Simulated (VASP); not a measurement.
# WC (P1) in VASP: single point with PBE

Aim: the single point of WC with PBE.

Program: VASP 6.6.1. These are calculated values, not measurements. Logs are shortened: lines on timing, memory, paths and dates and some standing lists are left out, and cuts for length are marked.

## Step 1: The cell of the first run

The typed cell holds 16 atoms: a = 5.696 Å, b = 4.932 Å, c = 5.595 Å, α = 90.00°, β = 90.00°, γ = 90.00°.

## Step 2: Single point, PBE

Contents of INCAR:

```
ALGO     = Normal         # electronic algorithm
EDIFF    = 1E-7           # SCF threshold, eV
ENCUT    = 520            # plane-wave cutoff, eV
GGA      = PE             # functional
ISIF     = 2              # what is computed and relaxed
ISMEAR   = -1             # smearing method
LASPH    = True           # aspherical terms in the spheres
LCHARG   = False          # write CHGCAR
LREAL    = Auto         
LWAVE    = False          # write WAVECAR
NBANDS   = 86             # bands
NELM     = 80             # most SCF steps
PREC     = Accurate       # precision mode
SIGMA    = 0.17           # smearing width, eV
```

Contents of KPOINTS:

```
k-points
0
Gamma
  2 2 2
```

Contents of POSCAR:

```
WC
1.0
   -2.8477700000     -4.9324820000      0.0000000000
    4.2716550000     -2.4662410000      0.0000000000
    0.0000000000      0.0000000000      5.5945400000
W C
8 8
Direct
    0.7246088019      0.5353005353     -0.0139064159
    0.7233107337      0.5251647449      0.4788954945
    0.4960423255      0.0288212539     -0.0236838060
    0.4917726565      0.0234933341      0.4729611371
    0.2244607765      0.5405194627     -0.0274732150
    0.2371358422      0.5206432489      0.4676702642
   -0.0031538983      0.0357047615     -0.0280630758
   -0.0111930470      0.0184529829      0.4820950427
    0.4690216187      0.6989014083      0.2389830084
    0.4804800656      0.6957717129      0.7284066250
    0.2404227052      0.1997044628      0.2117421629
    0.2436279800      0.1896446348      0.7192012212
   -0.0157896787      0.7044657461      0.2167470427
   -0.0208059713      0.6747617443      0.7299438381
    0.7479347467      0.1868938699      0.2206794482
    0.7279923460      0.1926781922      0.7255288192
```

Potentials or basis: VASP PAW PBE potentials, release 64 (W_sv, C).

On the command line:

```
$ cat potpaw_PBE.64/W_sv/POTCAR potpaw_PBE.64/C/POTCAR > POTCAR
$ mpirun -np 1 vasp_std > vasp.out
```

OUTCAR:

```text
EDIFF = 1E-7
   ENCUT = 520
   GGA = PE
   ISIF = 2
   ISMEAR = -1
   LASPH = True
   LREAL = Auto
   NELM = 80
   PREC = Accurate

 ion  position               nearest neighbor table
   1  0.725  0.535  0.986-  13 2.13  14 2.15  10 2.15  15 2.17   9 2.18  16 2.23   2 2.76   3 2.76
                             3 2.82   2 2.84   5 2.85   5 2.85   7 2.91   7 2.92
   2  0.723  0.525  0.479-  10 2.14  16 2.14   9 2.15  14 2.15  15 2.21  13 2.27   1 2.76   6 2.77
                             4 2.79   4 2.80   1 2.84   8 2.86   8 2.92   6 2.93
   3  0.496  0.029  0.976-  16 2.09  15 2.13  11 2.14  10 2.15  12 2.18   9 2.20   1 2.76   4 2.78
                             4 2.82   1 2.82   7 2.84   7 2.85   5 2.86   5 2.96
   4  0.492  0.023  0.473-   9 2.07  16 2.12  12 2.14  10 2.16  15 2.18  11 2.22   3 2.78   2 2.79
                             2 2.80   3 2.82   8 2.83   6 2.85   8 2.87   6 2.87
   5  0.224  0.541  0.973-  14 2.06  13 2.10  10 2.14  11 2.15   9 2.18  12 2.24   7 2.77   6 2.77
                             7 2.81   6 2.83   1 2.85   1 2.85   3 2.86   3 2.96
   6  0.237  0.521  0.468-   9 2.04  11 2.13  12 2.16  10 2.19  13 2.21  14 2.21   2 2.77   5 2.77
                             5 2.83   8 2.83   4 2.85   8 2.85   4 2.87   2 2.93
   7  0.997  0.036  0.972-  11 2.09  15 2.12  13 2.13  12 2.13  16 2.20  14 2.24   8 2.74   5 2.77
                             5 2.81   3 2.84   3 2.85   8 2.86   1 2.91   1 2.92
   8  0.989  0.018  0.482-  12 2.14  13 2.15  15 2.17  14 2.19  16 2.19  11 2.27   7 2.74   4 2.83
                             6 2.83   6 2.85   7 2.86   2 2.86   4 2.87   2 2.92
   9  0.469  0.699  0.239-   6 2.04   4 2.07   2 2.15   1 2.18   5 2.18   3 2.20
  10  0.480  0.696  0.728-   2 2.14   5 2.14   3 2.15   1 2.15   4 2.16   6 2.19
  11  0.240  0.200  0.212-   7 2.09   6 2.13   3 2.14   5 2.15   4 2.22   8 2.27
  12  0.244  0.190  0.719-   7 2.13   4 2.14   8 2.14   6 2.16   3 2.18   5 2.24
  13  0.984  0.704  0.217-   5 2.10   1 2.13   7 2.13   8 2.15   6 2.21   2 2.27
  14  0.979  0.675  0.730-   5 2.06   1 2.15   2 2.15   8 2.19   6 2.21   7 2.24
  15  0.748  0.187  0.221-   7 2.12   3 2.13   1 2.17   8 2.17   4 2.18   2 2.21
  16  0.728  0.193  0.726-   3 2.09   4 2.12   2 2.14   8 2.19   7 2.20   1 2.23

  LATTYP: Found a simple orthorhombic cell.
 ALAT       =     4.9324822462
 B/A-ratio  =     1.1342240521
 C/A-ratio  =     1.1547005000

  Lattice vectors:

 A1 = (   4.2716550000,  -2.4662410000,   0.0000000000)
 A2 = (   0.0000000000,   0.0000000000,   5.5945400000)
 A3 = (  -2.8477700000,  -4.9324820000,   0.0000000000)

Analysis of symmetry for initial positions (statically):
=====================================================================
 Subroutine PRICEL returns:
 Original cell was already a primitive cell.

 Routine SETGRP: Setting up the symmetry group for a
 simple orthorhombic supercell.

 Subroutine GETGRP returns: Found  1 space group operations
 (whereof  1 operations were pure point group operations)
 out of a pool of  8 trial point group operations.

The static configuration has the point symmetry C_1 .

Analysis of symmetry for dynamics (positions and initial velocities):
=====================================================================
 Subroutine PRICEL returns:
 Original cell was already a primitive cell.

 Routine SETGRP: Setting up the symmetry group for a
 simple orthorhombic supercell.

 Subroutine GETGRP returns: Found  1 space group operations
 (whereof  1 operations were pure point group operations)
 out of a pool of  8 trial point group operations.

The dynamic configuration has the point symmetry C_1 .

 Subroutine INISYM returns: Found  1 space group operations
 (whereof  1 operations are pure point group operations),
 and found     1 'primitive' translations

----------------------------------------------------------------------------------------

                                     Primitive cell

  volume of cell :     157.1682

  direct lattice vectors                    reciprocal lattice vectors
    -2.847770000 -4.932482000  0.000000000    -0.087787988 -0.152053266  0.000000000
     4.271655000 -2.466241000  0.000000000     0.175575977 -0.101368844  0.000000000
     0.000000000  0.000000000  5.594540000     0.000000000  0.000000000  0.178745706

  length of vectors
     5.695539716  4.932482246  5.594540000     0.175575986  0.202737679  0.178745706

  position of ions in fractional coordinates (direct lattice)
     0.724608802  0.535300535  0.986093584
     0.723310734  0.525164745  0.478895495
     0.496042325  0.028821254  0.976316194
     0.491772656  0.023493334  0.472961137
     0.224460777  0.540519463  0.972526785
     0.237135842  0.520643249  0.467670264
[... 8 lines left out ...]
     0.747934747  0.186893870  0.220679448
     0.727992346  0.192678192  0.725528819

  ion indices of the primitive-cell ions
   primitive index   ion index
                 1           1
                 2           2
                 3           3
                 4           4
                 5           5
                 6           6
[... 8 lines left out ...]
                15          15
                16          16

----------------------------------------------------------------------------------------

 KPOINTS: k-points

Automatic generation of k-mesh.
 Grid dimensions read from file:
 generate k-points for:    2    2    2

 Generating k-lattice:

  Cartesian coordinates                     Fractional coordinates (reciprocal lattice)
    -0.043893994 -0.076026633  0.000000000     0.500000000  0.000000000  0.000000000
     0.087787988 -0.050684422  0.000000000     0.000000000  0.500000000  0.000000000
     0.000000000  0.000000000  0.089372853     0.000000000  0.000000000  0.500000000

  Length of vectors
     0.087787993  0.101368839  0.089372853

  Shift w.r.t. Gamma in fractional coordinates (k-lattice)
     0.000000000  0.000000000  0.000000000

 Subroutine IBZKPT returns following result:
 ===========================================

 Found      8 irreducible k-points:

 Following reciprocal coordinates:
            Coordinates               Weight
  0.000000  0.000000  0.000000      1.000000
  0.500000 -0.000000  0.000000      1.000000
 -0.000000  0.500000  0.000000      1.000000
  0.500000  0.500000  0.000000      1.000000
  0.000000  0.000000  0.500000      1.000000
  0.500000 -0.000000  0.500000      1.000000
 -0.000000  0.500000  0.500000      1.000000
  0.500000  0.500000  0.500000      1.000000
   k-points           NKPTS =      8   k-points in BZ     NKDIM =      8   number of bands    NBANDS=     86
   number of dos      NEDOS =    301   number of ions     NIONS =     16
   total plane-waves  NPLWV =  70560
   dimension x,y,z NGX =    42 NGY =   40 NGZ =   42
   dimension x,y,z NGXF=    84 NGYF=   80 NGZF=   84
   ions per type =               8   8
   NGX,Y,Z   is equivalent  to a cutoff of  12.26, 13.48, 12.48 a.u.
   NGXF,Y,Z  is equivalent  to a cutoff of  24.52, 26.96, 24.96 a.u.
 SYSTEM =  unknown system
   PREC   = accura    normal or accurate (medium, high low for compatibility)
   ISTART =      0    job   : 0-new  1-cont  2-samecut
   ICHARG =      2    charge: 1-file 2-atom 10-const
   ISPIN  =      1    spin polarized calculation?
   LNONCOLLINEAR =      F non collinear calculations
   LSORBIT =      F    spin-orbit coupling
   LASPH  =      T    aspherical Exc in radial PAW
   ENCUT  =  520.0 eV  38.22 Ry    6.18 a.u.  10.59  9.17 10.40*2*pi/ulx,y,z
   NELM   =     80;   NELMIN=  2; NELMDL= -5     # of ELM steps
   EDIFF  = 0.1E-06   stopping-criterion for ELM
   LREAL  =      T    real-space projection
   EDIFFG = 0.1E-05   stopping-criterion for IOM
   NSW    =      0    number of steps for IOM
   IBRION =     -1    ionic relax: 0-MD 1-quasi-New 2-CG
   NFREE  =      0    steps in history (QN), initial steepest desc. (CG)
   ISIF   =      2    stress and relaxation
   ISYM   =      2    0-nonsym 1-usesym 2-fastsym
   POTIM  = 0.5000    time-step for ionic-motion
   TEBEG  =    0.0;   TEEND  =   0.0 temperature during run
   PSTRESS=    0.0 pullay stress
   NELECT =     144.0000    total number of electrons
   NUPDOWN=      -1.0000    fix difference up-down
   EMIN   =  10.00;   EMAX   =-10.00  energy-range for DOS
   EFERMI =   0.00;   METHOD = LEGACY
   ISMEAR =    -1;   SIGMA  =   0.17  broadening in eV -4-tet -1-fermi 0-gaus
   EFERMI_NEDOS =   21; number of points for ismear=-14 and -15
   IALGO  =     38    algorithm
   IMIX   =      4    mixing-type and parameters
     AMIX     =   0.40;   BMIX     =  1.00
     AMIX_MAG =   1.60;   BMIX_MAG =  1.00
  volume/ion in A,a.u.               =       9.82        66.29
  Fermi-wavevector in a.u.,A,eV,Ry     =   1.590038  3.004735 34.398516  2.528220
  Thomas-Fermi vector in A             =   2.688794
   LORBIT       =      0    0 simple, 1 ext, 2 COOP (PROOUT), +10 PAW based schemes
   GGA     = PE    functional components
   LHFCALC =     F    Hartree Fock is set to
   AEXX    =    0.0000 exact exchange contribution
   IVDW    =     0    specifies the selected vdW correction
   LEPSILON=     F    determine dielectric tensor
   LRPA    =     F    only Hartree local field effects (RPA)
 non-spin polarized calculation
  energy-cutoff  :      520.00
  volume of cell :      157.17
 maximum number of plane-waves:      4264
   NGX = 21   NGY = 19   NGZ = 21

 number of electron     144.0000008 magnetization

 Free energy of the ion-electron system (eV)
  ---------------------------------------------------
  ext. energy  EPLUGINS =         0.00000000
  ---------------------------------------------------
  free energy    TOTEN  =      -176.88856448 eV

  energy without entropy =     -176.46276645  energy(sigma->0) =     -176.67566547

 E-fermi :  12.4014     XC(G=0): -14.1040

 val. band max:       12.3800169909   @ k =   0.0000   0.0000   0.5000
 cond. band min:      12.4308911211   @ k =   0.0000   0.0000   0.5000
 fundamental gap:      0.0508741302
 Fermi energy:        12.4013535063

 k-point     1 :       0.0000    0.0000    0.0000
  band No.  band energies     occupation
      1     -61.9993      2.00000
      2     -61.9425      2.00000
      3     -61.9309      2.00000
      4     -61.9183      2.00000
      5     -61.8869      2.00000
      6     -61.8689      2.00000
[... 76 lines left out ...]
     83      16.4699      0.00000
     84      16.6118      0.00000

 k-point     2 :       0.5000   -0.0000    0.0000
  band No.  band energies     occupation
      1     -61.9769      2.00000
      2     -61.9641      2.00000
      3     -61.9217      2.00000
      4     -61.9063      2.00000
      5     -61.8978      2.00000
      6     -61.8842      2.00000
[... 511 lines left out ...]
     83      15.9369      0.00000
     84      16.1187      0.00000

 k-point     8 :       0.5000    0.5000    0.5000
  band No.  band energies     occupation
      1     -61.9531      2.00000
      2     -61.9420      2.00000
      3     -61.9199      2.00000
      4     -61.9021      2.00000
      5     -61.8877      2.00000
      6     -61.8818      2.00000
[... 76 lines left out ...]
     83      16.1972      0.00000
     84      16.2375      0.00000
 [bands above 84 left out]

------------------------ aborting loop because EDIFF is reached ----------------------------------------

  FORCE on cell =-STRESS in cart. coord.  units (eV):
  Direction    XX          YY          ZZ          XY          YZ          ZX
  --------------------------------------------------------------------------------------
  -------------------------------------------------------------------------------------
  Total       34.9040576     36.0442740     31.8064562     -0.8961216     -0.0222431      0.1975411
  in kB      355.8129086    367.4363057    324.2358761     -9.1350883     -0.2267467      2.0137389
  external PRESSURE =     349.1616968 kB  Pullay stress =       0.0000000 kB

 VOLUME and BASIS-vectors are now :
 -----------------------------------------------------------------------------
  energy-cutoff  :      520.00
  volume of cell :      157.17
      direct lattice vectors                 reciprocal lattice vectors
    -2.847770000 -4.932482000  0.000000000    -0.087787988 -0.152053266  0.000000000
     4.271655000 -2.466241000  0.000000000     0.175575977 -0.101368844  0.000000000
     0.000000000  0.000000000  5.594540000     0.000000000  0.000000000  0.178745706

 POSITION                                       TOTAL-FORCE (eV/Angst)
 -----------------------------------------------------------------------------------
      0.22310     -4.89430      5.51674        -1.447335     -0.319159     -1.291409
      0.18350     -4.86290      2.67920        -1.140013     -1.694659     -0.302808
     -1.28950     -2.51780      5.46204         1.004815      1.173096     -0.093604
     -1.30010     -2.48360      2.64600         1.236569      0.280359      0.340072
      1.66970     -2.44020      5.44084        -2.663051     -0.670579      0.120906
      1.54870     -2.45370      2.61640         1.255108      1.354769      1.846015
[... 8 lines left out ...]
     -1.33160     -4.15010      1.23460         1.015661      0.187810      0.797425
     -1.25010     -4.06600      4.05900        -0.502381     -1.133686      0.078080
 -----------------------------------------------------------------------------------
    total drift:                               -0.009535     -0.007178      0.002898

  FREE ENERGIE OF THE ION-ELECTRON SYSTEM (eV)
  ---------------------------------------------------
  free  energy   TOTEN  =      -176.8885644796 eV

  energy  without entropy=     -176.4627664545  energy(sigma->0) =     -176.67566547
```

Run time: 4.5 min. Hardware: 1 thread of Intel Xeon 8259CL, shared host; peak memory 0.29 GiB.

What came out:

```
Free energy            : -176.8886 eV
Pressure               : 34.9 GPa
Largest force          : 2.749 eV/Å
Band gap on the k mesh : zero (bands 72 and 73 overlap by 0.18 eV)
```

Forces on the atoms (eV/Å):
```
W   -1.447 -0.319 -1.291
W   -1.140 -1.695 -0.303
W    1.005  1.173 -0.094
W    1.237  0.280  0.340
W   -2.663 -0.671  0.121
W    1.255  1.355  1.846
W    0.257  1.772  0.029
W    1.017 -0.346 -1.273
C   -0.946 -1.219 -1.977
C   -0.232  0.166 -0.144
C   -0.256  0.213  1.284
C    0.400  0.142  0.337
C   -0.339  0.628  1.282
C    1.340 -0.534 -1.032
C    1.016  0.188  0.797
C   -0.502 -1.134  0.078
```

Stress tensor (GPa, compression positive):
```
35.58 -0.91  0.20
-0.91 36.74 -0.02
 0.20 -0.02 32.42
```

Levels at points of the mesh, in eV from the Fermi level:
| k point | band 68 | band 69 | band 70 | band 71 | band 72 | band 73 | band 74 | band 75 | band 76 | band 77 |
| --- | --- | --- | --- | --- | --- | --- | --- | --- | --- | --- |
| (0.00, 0.00, 0.00) | -1.22 | -1.14 | -0.88 | -0.74 | -0.42 | -0.12 | 0.62 | 0.89 | 1.81 | 1.96 |
| (0.50, 0.00, 0.00) | -2.09 | -1.20 | -1.13 | -0.23 | 0.06 | 0.20 | 0.30 | 0.40 | 0.62 | 1.99 |
| (0.00, 0.50, 0.00) | -2.30 | -1.02 | -0.92 | -0.17 | -0.11 | 0.90 | 1.09 | 1.90 | 1.97 | 2.36 |
| (0.50, 0.50, 0.00) | -2.42 | -2.06 | -1.97 | -1.88 | -1.77 | 1.49 | 1.63 | 1.66 | 1.74 | 2.48 |
| (0.00, 0.00, 0.50) | -1.69 | -1.53 | -1.34 | -0.02 | 0.03 | 0.20 | 0.24 | 0.49 | 0.54 | 2.38 |
| (0.50, 0.00, 0.50) | -1.76 | -1.54 | -1.43 | -1.35 | -1.32 | 0.16 | 0.24 | 0.25 | 0.37 | 2.63 |
| (0.00, 0.50, 0.50) | -2.17 | -1.57 | -1.51 | -1.44 | -1.40 | 0.68 | 0.79 | 0.87 | 0.94 | 2.62 |
| (0.50, 0.50, 0.50) | -2.16 | -2.15 | -2.07 | -2.00 | -1.85 | 1.38 | 1.49 | 1.59 | 1.62 | 1.67 |

Caveat: the k points lie up to 0.64 Å⁻¹ apart; the atoms stand as in a frame of molecular dynamics; spin-orbit coupling is left out, which moves the levels of the heavy elements; forces of over 1 eV/Å act on the atoms, so gaps and moduli don't describe the material at rest.

The gap in the log of VASP goes by the Fermi energy; the results here count the filled bands.